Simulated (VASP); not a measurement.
# CdH3 (Pm-3m) in VASP: a series of runs

The runs below take CdH3 through single point, relaxation of cell and atoms, with PBE.

All numbers are computed with VASP 6.6.1; they aren't measurements. Logs are shortened: lines on timing, memory, paths and dates and some standing lists are left out, and cuts for length are marked.

## 1. The cell of the first run

It takes space group Pm-3m (No. 221, cubic). Conventional cell: a = 3.240 Å, b = 3.240 Å, c = 3.240 Å, α = 90.00°, β = 90.00°, γ = 90.00°. Within 3.0 Å of Cd (site symmetry m-3m) lie 12 H at 2.29 Å. Within 3.0 Å of H (site symmetry 4/mmm) lie 4 Cd at 2.29 Å and 8 H at 2.29 Å.

## 2. Single point, PBE

Input file INCAR:

```
ALGO = Normal
EDIFF = 1E-6
ENCUT = 520
GGA = PE
ISIF = 2
ISMEAR = 0
LASPH = T
LCHARG = T
LELF = T
LREAL = F
LVHAR = T
LWAVE = F
NBANDS = 16
NELM = 100
PREC = Accurate
SIGMA = 0.1
```

Input file KPOINTS:

```
k-points
0
Gamma
  6 6 6
```

Input file POSCAR:

```
CdH3
1.0
    3.2399858990      0.0000000000      0.0000000000
    0.0000000000      3.2399858990      0.0000000000
    0.0000000000      0.0000000000      3.2399858990
Cd H
1 3
Direct
    0.0000000000      0.0000000000      0.0000000000
    0.0000000000      0.5000000000      0.5000000000
    0.5000000000      0.0000000000      0.5000000000
    0.5000000000      0.5000000000      0.0000000000
```

Potentials or basis: VASP PAW PBE potentials, release 64 (Cd, H).

Run with:

```
$ cat potpaw_PBE.64/Cd/POTCAR potpaw_PBE.64/H/POTCAR > POTCAR
$ mpirun -np 1 vasp_std > vasp.out
```

OUTCAR:

```text
EDIFF = 1E-6
   ENCUT = 520
   GGA = PE
   ISIF = 2
   ISMEAR = 0
   LASPH = T
   LREAL = F
   NELM = 100
   PREC = Accurate

 ion  position               nearest neighbor table
   1  0.000  0.000  0.000-   2 2.29   3 2.29   4 2.29   2 2.29   3 2.29   2 2.29   4 2.29   2 2.29
                             3 2.29   4 2.29   3 2.29   4 2.29
   2  0.000  0.500  0.500-   1 2.29   1 2.29   1 2.29   1 2.29
   3  0.500  0.000  0.500-   1 2.29   1 2.29   1 2.29   1 2.29
   4  0.500  0.500  0.000-   1 2.29   1 2.29   1 2.29   1 2.29

  LATTYP: Found a simple cubic cell.
 ALAT       =     3.2399858990

  Lattice vectors:

 A1 = (   3.2399858990,   0.0000000000,   0.0000000000)
 A2 = (   0.0000000000,   3.2399858990,   0.0000000000)
 A3 = (   0.0000000000,   0.0000000000,   3.2399858990)

Analysis of symmetry for initial positions (statically):
=====================================================================
 Subroutine PRICEL returns:
 Original cell was already a primitive cell.

 Routine SETGRP: Setting up the symmetry group for a
 simple cubic supercell.

 Subroutine GETGRP returns: Found 48 space group operations
 (whereof 48 operations were pure point group operations)
 out of a pool of 48 trial point group operations.

The static configuration has the point symmetry O_h .

Analysis of symmetry for dynamics (positions and initial velocities):
=====================================================================
 Subroutine PRICEL returns:
 Original cell was already a primitive cell.

 Routine SETGRP: Setting up the symmetry group for a
 simple cubic supercell.

 Subroutine GETGRP returns: Found 48 space group operations
 (whereof 48 operations were pure point group operations)
 out of a pool of 48 trial point group operations.

The dynamic configuration has the point symmetry O_h .

 Subroutine INISYM returns: Found 48 space group operations
 (whereof 48 operations are pure point group operations),
 and found     1 'primitive' translations

----------------------------------------------------------------------------------------

                                     Primitive cell
[... 79 lines left out ...]
   NGXF,Y,Z  is equivalent  to a cutoff of  24.63, 24.63, 24.63 a.u.
 SYSTEM =  unknown system
   PREC   = accura    normal or accurate (medium, high low for compatibility)
   ISTART =      0    job   : 0-new  1-cont  2-samecut
   ICHARG =      2    charge: 1-file 2-atom 10-const
   ISPIN  =      1    spin polarized calculation?
   LNONCOLLINEAR =      F non collinear calculations
   LSORBIT =      F    spin-orbit coupling
   LASPH  =      T    aspherical Exc in radial PAW
   ENCUT  =  520.0 eV  38.22 Ry    6.18 a.u.   6.02  6.02  6.02*2*pi/ulx,y,z
   NELM   =    100;   NELMIN=  2; NELMDL= -5     # of ELM steps
   EDIFF  = 0.1E-05   stopping-criterion for ELM
   LREAL  =      F    real-space projection
[... 7 lines left out ...]
   TEBEG  =    0.0;   TEEND  =   0.0 temperature during run
   PSTRESS=    0.0 pullay stress
   NELECT =      15.0000    total number of electrons
   NUPDOWN=      -1.0000    fix difference up-down
   EMIN   =  10.00;   EMAX   =-10.00  energy-range for DOS
   EFERMI =   0.00;   METHOD = LEGACY
   ISMEAR =     0;   SIGMA  =   0.10  broadening in eV -4-tet -1-fermi 0-gaus
   EFERMI_NEDOS =   21; number of points for ismear=-14 and -15
   IALGO  =     38    algorithm
   IMIX   =      4    mixing-type and parameters
     AMIX     =   0.40;   BMIX     =  1.00
     AMIX_MAG =   1.60;   BMIX_MAG =  1.00
  volume/ion in A,a.u.               =       8.50        57.38
  Fermi-wavevector in a.u.,A,eV,Ry     =   1.246126  2.354838 21.127552  1.552831
  Thomas-Fermi vector in A             =   2.380318
   LORBIT       =      0    0 simple, 1 ext, 2 COOP (PROOUT), +10 PAW based schemes
   GGA     = PE    functional components
   LHFCALC =     F    Hartree Fock is set to
   AEXX    =    0.0000 exact exchange contribution
   IVDW    =     0    specifies the selected vdW correction
   LEPSILON=     F    determine dielectric tensor
   LRPA    =     F    only Hartree local field effects (RPA)
 non-spin polarized calculation
 Gauss-broadening in eV      SIGMA  =   0.10
  energy-cutoff  :      520.00
  volume of cell :       34.01
 maximum number of plane-waves:       931
   NGX = 13   NGY = 13   NGZ = 13

 number of electron      14.9999987 magnetization

 Free energy of the ion-electron system (eV)
  ---------------------------------------------------
  ext. energy  EPLUGINS =         0.00000000
  ---------------------------------------------------
  free energy    TOTEN  =        -7.25091012 eV

  energy without entropy =       -7.24152600  energy(sigma->0) =       -7.24621806

 E-fermi :   1.3467     XC(G=0): -10.5169

 val. band max:        1.3247477337   @ k =   0.5000   0.3333   0.3333
 cond. band min:       1.4720390800   @ k =   0.5000   0.5000   0.1667
 fundamental gap:      0.1472913463
 Fermi energy:         1.3466930179

 k-point     1 :       0.0000    0.0000    0.0000
  band No.  band energies     occupation
      1      -8.6241      2.00000
      2      -7.6784      2.00000
      3      -7.6784      2.00000
      4      -6.6795      2.00000
      5      -6.6795      2.00000
      6      -6.6795      2.00000
[... 357 lines left out ...]
      3      -7.6916      2.00000
      4      -6.4255      2.00000
      5      -6.4255      2.00000
      6       1.0290      1.99999
[... 8 lines left out ...]
     15      26.6660      0.00000
     16      26.6660      0.00000

------------------------ aborting loop because EDIFF is reached ----------------------------------------

  FORCE on cell =-STRESS in cart. coord.  units (eV):
  Direction    XX          YY          ZZ          XY          YZ          ZX
  --------------------------------------------------------------------------------------
  -------------------------------------------------------------------------------------
  Total        0.0096513      0.0096513      0.0096513     -0.0000000      0.0000000      0.0000000
  in kB        0.4546388      0.4546388      0.4546388     -0.0000000      0.0000000      0.0000000
  external PRESSURE =       0.4546388 kB  Pullay stress =       0.0000000 kB

 VOLUME and BASIS-vectors are now :
 -----------------------------------------------------------------------------
  energy-cutoff  :      520.00
  volume of cell :       34.01
      direct lattice vectors                 reciprocal lattice vectors
     3.239985899  0.000000000  0.000000000     0.308643319  0.000000000  0.000000000
     0.000000000  3.239985899  0.000000000     0.000000000  0.308643319  0.000000000
     0.000000000  0.000000000  3.239985899     0.000000000  0.000000000  0.308643319

 POSITION                                       TOTAL-FORCE (eV/Angst)
 -----------------------------------------------------------------------------------
      0.00000      0.00000      0.00000         0.000000      0.000000      0.000000
      0.00000      1.61999      1.61999         0.000000      0.000000      0.000000
      1.61999      0.00000      1.61999         0.000000      0.000000      0.000000
      1.61999      1.61999      0.00000         0.000000      0.000000      0.000000
 -----------------------------------------------------------------------------------
    total drift:                                0.000000      0.000000      0.000000

  FREE ENERGIE OF THE ION-ELECTRON SYSTEM (eV)
  ---------------------------------------------------
  free  energy   TOTEN  =        -7.2509101192 eV

  energy  without entropy=       -7.2415260045  energy(sigma->0) =       -7.24621806
```

Wall time 13 s (1 thread of Intel Xeon 8259CL, shared host); peak memory 0.14 GiB.

Results:

| Property | Result |
| --- | --- |
| Free energy | -7.2509 eV |
| Pressure | 0.0 GPa |
| Band gap on the k mesh | zero (an odd number of electrons rules out a gap without spin polarisation) |

Levels at points of the mesh, in eV from the Fermi level:
```tsv
k point	band 4	band 5	band 6	band 7	band 8	band 9	band 10	band 11	band 12	band 13
(0.00, 0.00, 0.00)	-8.03	-8.03	-8.03	1.69	1.69	6.55	6.55	6.55	7.61	18.31
(0.50, 0.00, 0.00)	-8.30	-8.00	-6.54	-5.27	1.35	6.40	9.83	9.83	11.51	12.44
(0.50, 0.50, 0.00)	-8.26	-7.79	-3.80	-3.80	-1.23	-0.18	9.10	9.10	11.51	13.87
(0.50, 0.50, 0.50)	-7.77	-7.77	-0.32	-0.32	-0.32	2.50	2.50	2.50	4.17	5.49
```

## 3. Relaxation of cell and atoms, PBE

This run uses another cell than the first one, of 10.28 Å³/atom.

Input file INCAR:

```
ALGO = Normal ; EDIFF = 1E-6
EDIFFG = -0.04 ; ENCUT = 600
GGA = PE ; IBRION = 2
ISIF = 3 ; ISMEAR = 0
LASPH = T ; LCHARG = F
LREAL = F ; LWAVE = F
NELM = 60 ; NSW = 90
PREC = Accurate ; SIGMA = 0.1
```

KPOINTS is that of step 2.

Input file POSCAR:

```
CdH3
1.0
    3.4514180652      0.0000000000      0.0000000000
    0.0000000000      3.4514180652      0.0000000000
    0.0000000000      0.0000000000      3.4514180652
Cd H
1 3
Direct
    0.0000000000      0.0000000000      0.0000000000
    0.0000000000      0.5000000000      0.5000000000
    0.5000000000      0.0000000000      0.5000000000
    0.5000000000      0.5000000000      0.0000000000
```

Potentials or basis: VASP PAW PBE potentials, release 64 (Cd, H).

Run with:

```
$ cat potpaw_PBE.64/Cd/POTCAR potpaw_PBE.64/H/POTCAR > POTCAR
$ mpirun -np 1 vasp_std > vasp.out
```

OUTCAR:

```text
EDIFF = 1E-6
   EDIFFG = -0.04
   ENCUT = 600
   GGA = PE
   IBRION = 2
   ISIF = 3
   ISMEAR = 0
   LASPH = T
   LREAL = F
   NELM = 60
   NSW = 90
   PREC = Accurate

 ion  position               nearest neighbor table
   1  0.000  0.000  0.000-
   2  0.000  0.500  0.500-
   3  0.500  0.000  0.500-
   4  0.500  0.500  0.000-

  LATTYP: Found a simple cubic cell.
 ALAT       =     3.4514180652

  Lattice vectors:

 A1 = (   3.4514180652,   0.0000000000,   0.0000000000)
 A2 = (   0.0000000000,   3.4514180652,   0.0000000000)
 A3 = (   0.0000000000,   0.0000000000,   3.4514180652)

Analysis of symmetry for initial positions (statically):
=====================================================================
 Subroutine PRICEL returns:
 Original cell was already a primitive cell.

 Routine SETGRP: Setting up the symmetry group for a
 simple cubic supercell.

 Subroutine GETGRP returns: Found 48 space group operations
 (whereof 48 operations were pure point group operations)
 out of a pool of 48 trial point group operations.

The static configuration has the point symmetry O_h .

Analysis of symmetry for dynamics (positions and initial velocities):
=====================================================================
 Subroutine PRICEL returns:
 Original cell was already a primitive cell.

 Routine SETGRP: Setting up the symmetry group for a
 simple cubic supercell.

[... 144 lines left out ...]

 number of electron      15.0000006 magnetization

 Free energy of the ion-electron system (eV)
  ---------------------------------------------------
  ext. energy  EPLUGINS =         0.00000000
  ---------------------------------------------------
  free energy    TOTEN  =        -7.01864485 eV

  energy without entropy =       -7.00688958  energy(sigma->0) =       -7.01276722

 E-fermi :   0.0715     XC(G=0):  -9.6898

 val. band max:        0.0649423677   @ k =   0.1667   0.1667   0.1667
 cond. band min:       0.5263433524   @ k =   0.3333   0.1667   0.1667
 fundamental gap:      0.4614009847
 Fermi energy:         0.0714627867

 k-point     1 :       0.0000    0.0000    0.0000
  band No.  band energies     occupation
      1      -8.3674      2.00000
      2      -8.3674      2.00000
      3      -8.3059      2.00000
      4      -7.7385      2.00000
      5      -7.7385      2.00000
      6      -7.7385      2.00000
      7       1.4545      0.00000
      8       1.4545      0.00000
      9       6.3128      0.00000
     10       6.3128      0.00000
     11       6.3355      0.00000
[... 377 lines left out ...]
--------------------------------------- Ionic step        4  -------------------------------------------

 number of electron      15.0000003 magnetization

 Free energy of the ion-electron system (eV)
  ---------------------------------------------------
  ext. energy  EPLUGINS =         0.00000000
  ---------------------------------------------------
  free energy    TOTEN  =        -7.25446972 eV

  energy without entropy =       -7.24510886  energy(sigma->0) =       -7.24978929

 E-fermi :   1.3500     XC(G=0): -10.5195

 val. band max:        1.3282592219   @ k =   0.5000   0.3333   0.3333
 cond. band min:       1.4766110364   @ k =   0.5000   0.5000   0.1667
 fundamental gap:      0.1483518144
 Fermi energy:         1.3499698387

 k-point     1 :       0.0000    0.0000    0.0000
  band No.  band energies     occupation
      1      -8.6254      2.00000
      2      -7.6771      2.00000
      3      -7.6771      2.00000
      4      -6.6769      2.00000
      5      -6.6769      2.00000
      6      -6.6769      2.00000
      7       3.0433      0.00000
      8       3.0433      0.00000
      9       7.8980      0.00000
     10       7.8980      0.00000
     11       7.8980      0.00000
[... 295 lines left out ...]
  FREE ENERGIE OF THE ION-ELECTRON SYSTEM (eV)
  ---------------------------------------------------
  free  energy   TOTEN  =        -7.2544697201 eV

  energy  without entropy=       -7.2451088639  energy(sigma->0) =       -7.24978929

 reached required accuracy - stopping structural energy minimisation
```

CONTCAR:

```text
CdH3
   1.00000000000000
     3.2393405979663790   -0.0000000000000000    0.0000000000000000
     0.0000000000000000    3.2393405979663790   -0.0000000000000000
    -0.0000000000000000    0.0000000000000000    3.2393405979663790
  Cd              H
     1     3
Direct
     0.0000000000000000    0.0000000000000000    0.0000000000000000
     0.0000000000000000    0.5000000000000000    0.5000000000000000
     0.5000000000000000    0.0000000000000000    0.5000000000000000
     0.5000000000000000    0.5000000000000000    0.0000000000000000

  0.00000000E+00  0.00000000E+00  0.00000000E+00
  0.00000000E+00  0.00000000E+00  0.00000000E+00
  0.00000000E+00  0.00000000E+00  0.00000000E+00
  0.00000000E+00  0.00000000E+00  0.00000000E+00
```

It took 40 s on 1 thread of Intel Xeon 8259CL, shared host; peak memory 0.16 GiB.

Results:

```yaml
Free_energy: -7.2545 eV
Relaxed_volume: 8.50 Å³/atom
Relaxed_cell: a = 3.239 Å, b = 3.239 Å, c = 3.239 Å, α = 90.00°, β = 90.00°, γ = 90.00°
Space_group_after_relaxing_to_0.1_Å: Pm-3m (No. 221)
Energy_gained_by_relaxing: 59.0 meV/atom
Ionic_steps: 4
Pressure_after_relaxing: 0.1 GPa
Band_gap_on_the_k_mesh: zero (an odd number of electrons rules out a gap without spin polarisation)
```

Step by step:
```tsv
step	energy change (eV)	largest force (eV/Å)	pressure (GPa)	volume (Å³)
1	0.0000	0.0000	-9.06	41.11
2	-0.1609	0.0000	-5.95	37.75
3	-0.2331	0.0000	-1.30	34.73
4	-0.2358	0.0000	0.13	33.99
```

Final structure:
```
CELL_PARAMETERS angstrom
3.23934 0.00000 0.00000
0.00000 3.23934 0.00000
0.00000 0.00000 3.23934
ATOMIC_POSITIONS crystal
Cd 0.00000 0.00000 0.00000
H 0.00000 0.50000 0.50000
H 0.50000 0.00000 0.50000
H 0.50000 0.50000 0.00000
```

Caveat: the volume moved by over 15 % at a fixed basis, so the end points are rough.

## 4. Single point, PBE

This run uses another cell than the first one, of 8.47 Å³/atom.

Input file INCAR:

```
PREC     = Accurate       # precision mode
ENCUT    = 520            # plane-wave cutoff, eV
EDIFF    = 1E-6           # SCF threshold, eV
ISMEAR   = 0              # smearing method
SIGMA    = 0.1            # smearing width, eV
LREAL    = F              # projectors in reciprocal space
LASPH    = T              # aspherical terms in the spheres
NELM     = 80             # most SCF steps
ALGO     = Normal         # electronic algorithm
ISIF     = 2              # what is computed and relaxed
LWAVE    = F              # write WAVECAR
LCHARG   = T              # write CHGCAR
GGA      = PE             # functional
LELF     = T              # ELF
LVHAR    = T            
NBANDS   = 16             # bands
```

Input file KPOINTS:

```
regular mesh
0
Gamma
  14 14 14
```

Input file POSCAR:

```
CdH3
1.0
    3.2355285813      0.0000000000      0.0000000000
    0.0000000000      3.2355285813      0.0000000000
    0.0000000000      0.0000000000      3.2355285813
Cd H
1 3
Direct
    0.0000000000      0.0000000000      0.0000000000
    0.0000000000      0.5000000000      0.5000000000
    0.5000000000      0.0000000000      0.5000000000
    0.5000000000      0.5000000000      0.0000000000
```

Run with:

```
$ cat potpaw_PBE.64/Cd/POTCAR potpaw_PBE.64/H/POTCAR > POTCAR
$ mpirun -np 1 vasp_std > vasp.out
```

Wall time 43 s (1 thread of Intel Xeon 8259CL, shared host); peak memory 0.18 GiB.

The run converged. Its results:

```yaml
Free_energy: -7.2615 eV
Pressure: 0.2 GPa
Band_gap_on_the_k_mesh: zero (an odd number of electrons rules out a gap without spin polarisation)
```

Levels at points of the mesh, in eV from the Fermi level:
```tsv
k point	band 4	band 5	band 6	band 7	band 8	band 9	band 10	band 11	band 12	band 13
(0.00, 0.00, 0.00)	-8.20	-8.20	-8.20	1.54	1.54	6.39	6.39	6.39	7.48	18.19
(0.50, 0.00, 0.00)	-8.48	-8.18	-6.73	-5.45	1.19	6.27	9.68	9.68	11.37	12.30
(0.50, 0.50, 0.00)	-8.44	-7.96	-3.98	-3.98	-1.39	-0.34	8.96	8.96	11.36	13.75
(0.50, 0.50, 0.50)	-7.94	-7.94	-0.48	-0.48	-0.48	2.33	2.33	2.33	4.03	5.32
```

[end of part 1 of 2]
